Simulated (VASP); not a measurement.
# AlN (P1) in VASP: further runs

The runs below take AlN through single point, with PBE.

Program: VASP 6.6.1. These are calculated values, not measurements. Logs are shortened: lines on timing, memory, paths and dates and some standing lists are left out, and cuts for length are marked.

## Step 1: The cell of the first run

The typed cell holds 4 atoms: a = 3.111 Å, b = 3.111 Å, c = 4.978 Å, α = 90.00°, β = 90.00°, γ = 120.00°.

## Step 2: Single point, PBE (atom 3 (N) moved by (-0.300, +0.000) A along x and y)

Input file INCAR:

```
SYSTEM = AlN
PREC = Accurate ; ENCUT = 520
EDIFF = 1E-7 ; ISMEAR = 0
SIGMA = 0.05 ; LREAL = .False.
LASPH = .True. ; NELM = 80
ALGO = Normal ; ISIF = 2
LWAVE = .False. ; LCHARG = .True.
GGA = PE ; LELF = .True.
LVHAR = .True. ; NBANDS = 16
```

Input file KPOINTS:

```
Automatic mesh
0
Gamma
  12 12 6
  0 0 0
```

Input file POSCAR:

```
AlN
1.0
    3.1110021516      0.0000000000      0.0000000000
   -1.5555010758      2.6942068945      0.0000000000
    0.0000000000      0.0000000000      4.9780000000
Al N
2 2
Direct
    0.3333333333      0.6666666667      0.0000000000
    0.6666666667      0.3333333333      0.5000000000
    0.2369013846      0.6666666667      0.3850000000
    0.6666666667      0.3333333333      0.8850000000
```

Potentials or basis: VASP PAW PBE potentials, release 64 (Al, N).

Run with:

```sh
cat potpaw_PBE.64/Al/POTCAR potpaw_PBE.64/N/POTCAR > POTCAR
mpirun -np 1 vasp_std > vasp.out
```

OUTCAR:

```text
SYSTEM = AlN
   PREC = Accurate
   ENCUT = 520
   EDIFF = 1E-7
   ISMEAR = 0
   LREAL = .False.
   LASPH = .True.
   NELM = 80
   ISIF = 2
   GGA = PE

 ion  position               nearest neighbor table
   1  0.333  0.667  0.000-   4 1.89   4 1.89   4 1.89   3 1.94   2 3.07   2 3.07   2 3.07   2 3.07
                             2 3.07   2 3.07
   2  0.667  0.333  0.500-   3 1.65   3 1.91   4 1.92   3 2.14   1 3.07   1 3.07   1 3.07   1 3.07
                             1 3.07   1 3.07
   3  0.237  0.667  0.385-   2 1.65   2 1.91   1 1.94   2 2.14
   4  0.667  0.333  0.885-   1 1.89   1 1.89   1 1.89   2 1.92

  LATTYP: Found a hexagonal cell.
 ALAT       =     3.1110021516
 C/A-ratio  =     1.6001274694

  Lattice vectors:

 A1 = (   3.1110021516,   0.0000000000,   0.0000000000)
 A2 = (  -1.5555010758,   2.6942068945,   0.0000000000)
 A3 = (   0.0000000000,   0.0000000000,   4.9780000000)

Analysis of symmetry for initial positions (statically):
=====================================================================
 Subroutine PRICEL returns:
 Original cell was already a primitive cell.

 Routine SETGRP: Setting up the symmetry group for a
 hexagonal supercell.

 Subroutine GETGRP returns: Found  1 space group operations
 (whereof  1 operations were pure point group operations)
 out of a pool of 24 trial point group operations.

The static configuration has the point symmetry C_1 .

Analysis of symmetry for dynamics (positions and initial velocities):
=====================================================================
 Subroutine PRICEL returns:
 Original cell was already a primitive cell.

 Routine SETGRP: Setting up the symmetry group for a
 hexagonal supercell.

 Subroutine GETGRP returns: Found  1 space group operations
 (whereof  1 operations were pure point group operations)
 out of a pool of 24 trial point group operations.

The dynamic configuration has the point symmetry C_1 .

 Subroutine INISYM returns: Found  1 space group operations
 (whereof  1 operations are pure point group operations),
 and found     1 'primitive' translations

----------------------------------------------------------------------------------------

                                     Primitive cell

  volume of cell :      41.7240

  direct lattice vectors                    reciprocal lattice vectors
     3.111002152  0.000000000  0.000000000     0.321439829  0.185583372  0.000000000
    -1.555501076  2.694206895  0.000000000     0.000000000  0.371166744  0.000000000
     0.000000000  0.000000000  4.978000000     0.000000000  0.000000000  0.200883889

  length of vectors
     3.111002152  3.111002152  4.978000000     0.371166744  0.371166744  0.200883889

  position of ions in fractional coordinates (direct lattice)
     0.333333333  0.666666667  0.000000000
     0.666666667  0.333333333  0.500000000
     0.236901385  0.666666667  0.385000000
     0.666666667  0.333333333  0.885000000

  ion indices of the primitive-cell ions
   primitive index   ion index
                 1           1
                 2           2
                 3           3
                 4           4

----------------------------------------------------------------------------------------

 KPOINTS: Automatic mesh

Automatic generation of k-mesh.
 Grid dimensions read from file:
 generate k-points for:   12   12    6

 Generating k-lattice:

  Cartesian coordinates                     Fractional coordinates (reciprocal lattice)
     0.026786652  0.015465281  0.000000000     0.083333333  0.000000000  0.000000000
     0.000000000  0.030930562  0.000000000     0.000000000  0.083333333  0.000000000
     0.000000000  0.000000000  0.033480648     0.000000000  0.000000000  0.166666667

  Length of vectors
     0.030930562  0.030930562  0.033480648

  Shift w.r.t. Gamma in fractional coordinates (k-lattice)
     0.000000000  0.000000000  0.000000000

 Subroutine IBZKPT returns following result:
 ===========================================

 Found    436 irreducible k-points:

 Following reciprocal coordinates:
            Coordinates               Weight
  0.000000  0.000000  0.000000      1.000000
  0.083333  0.000000  0.000000      2.000000
  0.000000  0.083333  0.000000      2.000000
 -0.083333  0.083333  0.000000      2.000000
  0.166667 -0.000000  0.000000      2.000000
  0.000000  0.166667  0.000000      2.000000
[... 16 lines left out ...]
  0.166667  0.083333  0.000000      2.000000
 -0.083333  0.250000  0.000000      2.000000
 [... further k-points ...]
   k-points           NKPTS =    436   k-points in BZ     NKDIM =    436   number of bands    NBANDS=     16
   number of dos      NEDOS =    301   number of ions     NIONS =      4
   total plane-waves  NPLWV =  23040
   dimension x,y,z NGX =    24 NGY =   24 NGZ =   40
   dimension x,y,z NGXF=    48 NGYF=   48 NGZF=   80
   ions per type =               2   2
   NGX,Y,Z   is equivalent  to a cutoff of  12.83, 12.83, 13.36 a.u.
   NGXF,Y,Z  is equivalent  to a cutoff of  25.65, 25.65, 26.72 a.u.
 SYSTEM =  AlN
   PREC   = accura    normal or accurate (medium, high low for compatibility)
   ISTART =      0    job   : 0-new  1-cont  2-samecut
   ICHARG =      2    charge: 1-file 2-atom 10-const
   ISPIN  =      1    spin polarized calculation?
   LNONCOLLINEAR =      F non collinear calculations
   LSORBIT =      F    spin-orbit coupling
   LASPH  =      T    aspherical Exc in radial PAW
   ENCUT  =  520.0 eV  38.22 Ry    6.18 a.u.   5.78  5.78  9.26*2*pi/ulx,y,z
   NELM   =     80;   NELMIN=  2; NELMDL= -5     # of ELM steps
   EDIFF  = 0.1E-06   stopping-criterion for ELM
   LREAL  =      F    real-space projection
   EDIFFG = 0.1E-05   stopping-criterion for IOM
   NSW    =      0    number of steps for IOM
   IBRION =     -1    ionic relax: 0-MD 1-quasi-New 2-CG
   NFREE  =      0    steps in history (QN), initial steepest desc. (CG)
   ISIF   =      2    stress and relaxation
   ISYM   =      2    0-nonsym 1-usesym 2-fastsym
   POTIM  = 0.5000    time-step for ionic-motion
   TEBEG  =    0.0;   TEEND  =   0.0 temperature during run
   PSTRESS=    0.0 pullay stress
   NELECT =      16.0000    total number of electrons
   NUPDOWN=      -1.0000    fix difference up-down
   EMIN   =  10.00;   EMAX   =-10.00  energy-range for DOS
   EFERMI =   0.00;   METHOD = LEGACY
   ISMEAR =     0;   SIGMA  =   0.05  broadening in eV -4-tet -1-fermi 0-gaus
   EFERMI_NEDOS =   21; number of points for ismear=-14 and -15
   IALGO  =     38    algorithm
   IMIX   =      4    mixing-type and parameters
     AMIX     =   0.40;   BMIX     =  1.00
     AMIX_MAG =   1.60;   BMIX_MAG =  1.00
  volume/ion in A,a.u.               =      10.43        70.39
  Fermi-wavevector in a.u.,A,eV,Ry     =   1.189377  2.247596 19.247033  1.414617
  Thomas-Fermi vector in A             =   2.325485
   LORBIT       =      0    0 simple, 1 ext, 2 COOP (PROOUT), +10 PAW based schemes
   GGA     = PE    functional components
   LHFCALC =     F    Hartree Fock is set to
   AEXX    =    0.0000 exact exchange contribution
   IVDW    =     0    specifies the selected vdW correction
   LEPSILON=     F    determine dielectric tensor
   LRPA    =     F    only Hartree local field effects (RPA)
 non-spin polarized calculation
 Gauss-broadening in eV      SIGMA  =   0.05
  energy-cutoff  :      520.00
  volume of cell :       41.72
 maximum number of plane-waves:      1152
   NGX = 11   NGY = 11   NGZ = 19

 number of electron      15.9999999 magnetization

 Free energy of the ion-electron system (eV)
  ---------------------------------------------------
  ext. energy  EPLUGINS =         0.00000000
  ---------------------------------------------------
  free energy    TOTEN  =       -28.97103775 eV

  energy without entropy =      -28.97103775  energy(sigma->0) =      -28.97103775

 E-fermi :   6.6344     XC(G=0): -10.9114

 val. band max:        6.4088963570   @ k =   0.0000   0.0000   0.0000
 cond. band min:      10.2324684088   @ k =   0.0000   0.0000   0.0000
 fundamental gap:      3.8235720518
 Fermi energy:         6.6344001904

 k-point     1 :       0.0000    0.0000    0.0000
  band No.  band energies     occupation
      1      -9.0492      2.00000
      2      -6.8998      2.00000
      3       0.1742      2.00000
      4       4.8011      2.00000
      5       5.5068      2.00000
      6       5.8171      2.00000
[... 8 lines left out ...]
     15      19.2585      0.00000
     16      20.1531      0.00000

 k-point     2 :       0.0833    0.0000    0.0000
  band No.  band energies     occupation
      1      -8.9593      2.00000
      2      -6.8513      2.00000
      3       0.2814      2.00000
      4       4.4780      2.00000
      5       5.3197      2.00000
      6       5.4665      2.00000
[... 8 lines left out ...]
     15      19.0975      0.00000
     16      19.6930      0.00000

 k-point     3 :       0.0000    0.0833    0.0000
  band No.  band energies     occupation
      1      -8.9609      2.00000
      2      -6.8495      2.00000
      3       0.2793      2.00000
      4       4.5249      2.00000
      5       5.2437      2.00000
      6       5.6015      2.00000
[... 8 lines left out ...]
     15      19.2753      0.00000
     16      19.5762      0.00000

 k-point     4 :      -0.0833    0.0833    0.0000
  band No.  band energies     occupation
      1      -8.9629      2.00000
      2      -6.8473      2.00000
      3       0.2761      2.00000
      4       4.6603      2.00000
      5       5.0661      2.00000
      6       5.6790      2.00000
[... 8 lines left out ...]
     15      19.3354      0.00000
     16      19.7181      0.00000
[... 324 lines left out ...]
 k-point    22 :      -0.1667    0.0833    0.0000
  band No.  band energies     occupation
      1      -8.7892      2.00000
      2      -6.7545      2.00000
      3       0.4844      2.00000
      4       4.0944      2.00000
      5       4.5176      2.00000
      6       5.3348      2.00000
[... 8 lines left out ...]
     15      18.7383      0.00000
     16      19.6228      0.00000

 k-point    23 :       0.1667    0.0833    0.0000
  band No.  band energies     occupation
      1      -8.4440      2.00000
      2      -6.6129      2.00000
      3       0.9118      2.00000
      4       3.0764      2.00000
      5       3.7790      2.00000
      6       4.8707      2.00000
[... 8 lines left out ...]
     15      18.3912      0.00000
     16      19.6834      0.00000

 k-point    24 :      -0.0833    0.2500    0.0000
  band No.  band energies     occupation
      1      -8.4687      2.00000
      2      -6.5826      2.00000
      3       0.8749      2.00000
      4       3.1872      2.00000
      5       3.8021      2.00000
      6       4.8560      2.00000
[... 8 lines left out ...]
     15      19.6196      0.00000
     16      20.2396      0.00000

 [... further k-points ...]
[... 5 lines left out ...]
  --------------------------------------------------------------------------------------
  -------------------------------------------------------------------------------------
  Total        3.9895737      2.7711805      1.3255824      4.0287439     -1.4214630     -2.0586298
  in kB      153.1972344    106.4116662     50.9015700    154.7013461    -54.5833276    -79.0501496
  external PRESSURE =     103.5034902 kB  Pullay stress =       0.0000000 kB

 VOLUME and BASIS-vectors are now :
 -----------------------------------------------------------------------------
  energy-cutoff  :      520.00
  volume of cell :       41.72
      direct lattice vectors                 reciprocal lattice vectors
     3.111002152  0.000000000  0.000000000     0.321439829  0.185583372  0.000000000
    -1.555501076  2.694206895  0.000000000     0.000000000  0.371166744  0.000000000
     0.000000000  0.000000000  4.978000000     0.000000000  0.000000000  0.200883889

 POSITION                                       TOTAL-FORCE (eV/Angst)
 -----------------------------------------------------------------------------------
     -0.00000      1.79614      0.00000        -0.457559      0.005758      0.351774
      1.55550      0.89807      2.48900        -5.007298     -2.583983      1.671703
     -0.30000      1.79614      1.91653         5.697762      2.659811     -1.807266
      1.55550      0.89807      4.40553        -0.232905     -0.081587     -0.216212
 -----------------------------------------------------------------------------------
    total drift:                                0.000416      0.000046      0.000626

  FREE ENERGIE OF THE ION-ELECTRON SYSTEM (eV)
  ---------------------------------------------------
  free  energy   TOTEN  =       -28.9710377491 eV

  energy  without entropy=      -28.9710377491  energy(sigma->0) =      -28.97103775
```

Run time: 80 s. Hardware: 1 thread of Intel Xeon 6975P-C (Granite Rapids), shared host; peak memory 0.34 GiB.

Results:

```yaml
Free_energy: -28.9710 eV
Pressure: 10.4 GPa
Largest_force: 6.543 eV/Å
Band_gap_on_the_k_mesh: 3.82 eV
```

Forces on the atoms (eV/Å):
```
Al  -0.458  0.006  0.352
Al  -5.007 -2.584  1.672
N    5.698  2.660 -1.807
N   -0.233 -0.082 -0.216
```

Stress tensor (GPa, compression positive):
```
15.32 15.47 -7.91
15.47 10.64 -5.46
-7.91 -5.46  5.09
```

Levels at points of the mesh, in eV from the valence-band top:
| k point | band 4 | band 5 | band 6 | band 7 | band 8 | band 9 | band 10 | band 11 | band 12 | band 13 |
| --- | --- | --- | --- | --- | --- | --- | --- | --- | --- | --- |
| (0.00, 0.00, 0.00) | -1.61 | -0.90 | -0.59 | -0.38 | 0.00 | 3.82 | 6.35 | 9.97 | 10.60 | 11.38 |
| (0.50, 0.00, 0.00) | -4.93 | -3.14 | -2.61 | -2.18 | -0.78 | 5.30 | 6.49 | 8.19 | 9.22 | 10.54 |
| (0.00, 0.50, 0.00) | -4.42 | -3.62 | -2.26 | -1.92 | -1.01 | 5.49 | 5.70 | 7.50 | 9.72 | 10.37 |
| (0.50, 0.50, 0.00) | -4.04 | -3.84 | -2.56 | -1.36 | -1.13 | 4.60 | 5.87 | 7.51 | 9.92 | 10.55 |
| (0.00, 0.00, 0.50) | -3.51 | -1.34 | -0.86 | -0.82 | -0.26 | 5.90 | 6.15 | 9.82 | 10.11 | 10.87 |
| (0.50, 0.00, 0.50) | -5.92 | -1.81 | -1.50 | -1.38 | -1.16 | 4.69 | 4.75 | 8.70 | 9.11 | 10.89 |
| (0.00, 0.50, 0.50) | -5.85 | -2.00 | -1.70 | -1.58 | -1.22 | 4.87 | 5.06 | 8.57 | 8.91 | 11.01 |
| (0.50, 0.50, 0.50) | -5.48 | -2.22 | -1.95 | -1.82 | -1.60 | 5.44 | 5.50 | 8.43 | 8.79 | 11.63 |

Caveat: the cell differs from its parent crystal (atom 3 (N) moved by (-0.300, +0.000) A along x and y); the cell stands under pressure; forces of over 1 eV/Å act on the atoms, so gaps and moduli don't describe the material at rest. A k mesh can miss the band edges.

## Step 3: Single point, PBE (atom 3 (N) moved by (-0.300, +0.600) A along x and y)

Input file INCAR:

```
ALGO = Normal
EDIFF = 1E-7
ENCUT = 520
GGA = PE
ISIF = 2
ISMEAR = 0
LASPH = True
LCHARG = True
LELF = True
LREAL = False
LVHAR = True
LWAVE = False
NBANDS = 16
NELM = 80
PREC = Accurate
SIGMA = 0.05
```

Input file KPOINTS:

```
k-points
0
Gamma
  12 12 6
```

POSCAR, as its differences from that of step 2:

```diff
@@ -10,3 +10,3 @@
     0.6666666667      0.3333333333      0.5000000000
-    0.2369013846      0.6666666667      0.3850000000
+    0.3482514077      0.8893667129      0.3850000000
     0.6666666667      0.3333333333      0.8850000000
```

Potentials or basis: VASP PAW PBE potentials, release 64 (Al, N).

Run with:

```sh
cat potpaw_PBE.64/Al/POTCAR potpaw_PBE.64/N/POTCAR > POTCAR
mpirun -np 1 vasp_std > vasp.out
```

Run time: 83 s. Hardware: 1 thread of Intel Xeon 6975P-C (Granite Rapids), shared host; peak memory 0.34 GiB.

It converged, with:

```
Free energy            : -24.0748 eV
Pressure               : 45.1 GPa
Largest force          : 30.384 eV/Å
Band gap on the k mesh : 3.17 eV
```

Forces on the atoms (eV/Å):
```
Al   -0.508   0.827   0.861
Al    6.258  25.737  11.667
N    -5.834 -27.243 -12.124
N     0.084   0.679  -0.405
```

Stress tensor (GPa, compression positive):
```
  3.54  29.23  16.46
 29.23 105.13  51.31
 16.46  51.31  26.56
```

Levels at points of the mesh, in eV from the valence-band top:
| k point | band 4 | band 5 | band 6 | band 7 | band 8 | band 9 | band 10 | band 11 | band 12 | band 13 |
| --- | --- | --- | --- | --- | --- | --- | --- | --- | --- | --- |
| (0.00, 0.00, 0.00) | -1.81 | -1.16 | -0.85 | -0.49 | 0.00 | 3.17 | 6.06 | 8.79 | 10.36 | 11.23 |
| (0.50, 0.00, 0.00) | -4.39 | -3.91 | -2.07 | -1.96 | -1.32 | 4.74 | 5.74 | 6.71 | 8.97 | 9.68 |
| (0.00, 0.50, 0.00) | -4.86 | -3.44 | -2.60 | -2.31 | -0.98 | 4.77 | 7.01 | 7.34 | 8.31 | 9.86 |
| (0.50, 0.50, 0.00) | -4.35 | -3.81 | -2.54 | -1.53 | -0.69 | 3.33 | 5.95 | 6.73 | 9.09 | 10.12 |
| (0.00, 0.00, 0.50) | -3.52 | -1.45 | -1.13 | -1.02 | -0.24 | 4.76 | 5.66 | 9.29 | 10.04 | 10.92 |
| (0.50, 0.00, 0.50) | -5.80 | -2.34 | -1.89 | -1.62 | -1.09 | 4.15 | 4.87 | 7.57 | 8.34 | 10.54 |
| (0.00, 0.50, 0.50) | -6.12 | -2.12 | -1.70 | -1.35 | -1.11 | 4.23 | 4.42 | 7.81 | 8.62 | 9.85 |
| (0.50, 0.50, 0.50) | -5.29 | -2.69 | -2.27 | -2.10 | -1.67 | 5.47 | 5.75 | 7.08 | 7.92 | 11.35 |

Caveat: the cell differs from its parent crystal (atom 3 (N) moved by (-0.300, +0.600) A along x and y); the cell stands under pressure; forces of over 1 eV/Å act on the atoms, so gaps and moduli don't describe the material at rest. A k mesh can miss the band edges.
